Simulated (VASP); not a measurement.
Write the native input for VASP 6.6.1 that does the following.

```yaml
Task: single point
Functional: r2SCAN
Potentials_or_basis: VASP PAW PBE potentials, release 64 (Zn, S)
Cutoff: 520 eV
k_mesh: 8 × 8 × 8
Occupations: gaussian, width 0.01 eV
Spin: no spin polarisation
Dipole_correction: no
Further_INCAR_settings: ALGO = Normal; EDIFF = 1e-07; NBANDS = 16
```

The system is ZnS.

```
Zn S
1.0
     0.00000    2.69526    2.69526
     2.69526    0.00000    2.69526
     2.69526    2.69526    0.00000
Zn S
1 1
Direct
  0.00000 0.00000 0.00000
  0.75000 0.75000 0.75000
```

The input as run:

POSCAR

```
ZnS
1.0
    0.0000000000      2.6952604459      2.6952604459
    2.6952604459      0.0000000000      2.6952604459
    2.6952604459      2.6952604459      0.0000000000
Zn S
1 1
Direct
    0.0000000000      0.0000000000      0.0000000000
    0.7500000000      0.7500000000      0.7500000000
```

INCAR.step1

```
SYSTEM = ZnS
  ALGO = Normal
  EDIFF = 1E-4
  ENCUT = 520
  GGA = PE
  ISMEAR = 0
  LASPH = .TRUE.
  LCHARG = .FALSE.
  LREAL = .FALSE.
  LWAVE = .TRUE.
  NBANDS = 16
  NELM = 60
  PREC = Accurate
  SIGMA = 0.01
```

INCAR.step2

```
SYSTEM = ZnS
  ALGO = Normal
  EDIFF = 1E-7
  ENCUT = 520
  ISIF = 2
  ISMEAR = 0
  ISTART = 1
  LASPH = .TRUE.
  LCHARG = .FALSE.
  LMIXTAU = .TRUE.
  LREAL = .FALSE.
  LWAVE = .FALSE.
  METAGGA = R2SCAN
  NBANDS = 16
  NELM = 60
  PREC = Accurate
  SIGMA = 0.01
```

KPOINTS

```
k-points
0
G
  8 8 8
  0 0 0
```

Potentials or basis: VASP PAW PBE potentials, release 64 (Zn, S).

The run is started by

```bash
$ cat potpaw_PBE.64/Zn/POTCAR potpaw_PBE.64/S/POTCAR > POTCAR
$ cp INCAR.step1 INCAR
$ mpirun -np 1 vasp_std > vasp.out
$ cp INCAR.step2 INCAR
$ mpirun -np 1 vasp_std > vasp.out
```

It gave:

The pressure is 0.0 GPa. The band gap on the k mesh is 2.71 eV.

Caveat: the PAW data sets were made with another functional, which shifts forces and pressure a little.

It took 40 s on 1 thread of Intel(R) Xeon(R) 6975P-C (Granite Rapids), with other jobs on the host, peak memory 0.17 GiB.
